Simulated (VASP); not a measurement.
## RbH2: single point with PBE

The system is RbH2.

```xyz
6
Lattice="4.6466 -4.5043 0.0000 4.6466 4.5043 0.0000 0.0000 0.0000 5.1703" Properties=species:S:1:pos:R:3 pbc="T T T"
Rb    2.3233    2.2522    2.5852
Rb    2.3233   -2.2522    0.0000
H     8.9077    0.0000    1.2926
H     0.3856    0.0000    1.2926
H     0.3856    0.0000    3.8777
H     8.9077    0.0000    3.8777
```

The cell was built from a structure type or drawn by symmetry, and may not be a known phase.

```
Program                : VASP 6.6.1
Task                   : single point
Functional             : PBE
Potentials or basis    : VASP PAW PBE potentials, release 64 (Rb_sv, H)
Cutoff                 : 520 eV
k mesh                 : 6 × 6 × 8
Occupations            : gaussian, width 0.1 eV
Spin                   : no spin polarisation
Dipole correction      : no
Further INCAR settings : ALGO = Normal; EDIFF = 1e-06; NBANDS = 20
```

| Quantity | Value |
| --- | --- |
| Pressure | 0.0 GPa |
| Largest force | 0.005 eV/Å |
| Band gap on the k mesh | zero (bands 11 and 12 overlap by 1.38 eV) |

Forces in eV/Å, atoms in the order of the input:
```
Rb   0.000  0.000  0.000
Rb   0.000  0.000  0.000
H    0.005  0.000  0.000
H   -0.005  0.000  0.000
H   -0.005  0.000  0.000
H    0.005  0.000  0.000
```

Levels at points of the mesh, in eV from the Fermi level:
| k point | band 7 | band 8 | band 9 | band 10 | band 11 | band 12 | band 13 | band 14 | band 15 | band 16 |
| --- | --- | --- | --- | --- | --- | --- | --- | --- | --- | --- |
| (0.00, 0.00, 0.00) | -13.12 | -13.10 | -9.31 | -7.68 | -1.11 | 0.68 | 1.16 | 1.76 | 2.58 | 2.84 |
| (0.50, 0.00, 0.00) | -13.12 | -13.11 | -9.24 | -7.70 | -1.07 | 0.33 | 0.98 | 1.96 | 2.22 | 2.64 |
| (0.50, 0.50, 0.00) | -13.12 | -13.09 | -9.17 | -7.71 | -0.94 | -0.28 | 0.41 | 2.60 | 3.15 | 3.26 |
| (0.00, 0.00, 0.50) | -13.11 | -13.11 | -8.59 | -8.59 | 0.40 | 0.40 | 1.24 | 1.24 | 2.23 | 2.23 |
| (0.50, 0.00, 0.50) | -13.11 | -13.10 | -8.60 | -8.52 | 0.14 | 0.52 | 1.23 | 1.79 | 1.85 | 2.17 |
| (0.50, 0.50, 0.50) | -13.11 | -13.11 | -8.53 | -8.53 | 0.60 | 0.60 | 1.23 | 1.23 | 1.48 | 1.48 |

It took 3.5 min on 1 thread of Oxide Virtual Turin-like Processor, with other jobs on the host, peak memory 0.39 GiB.
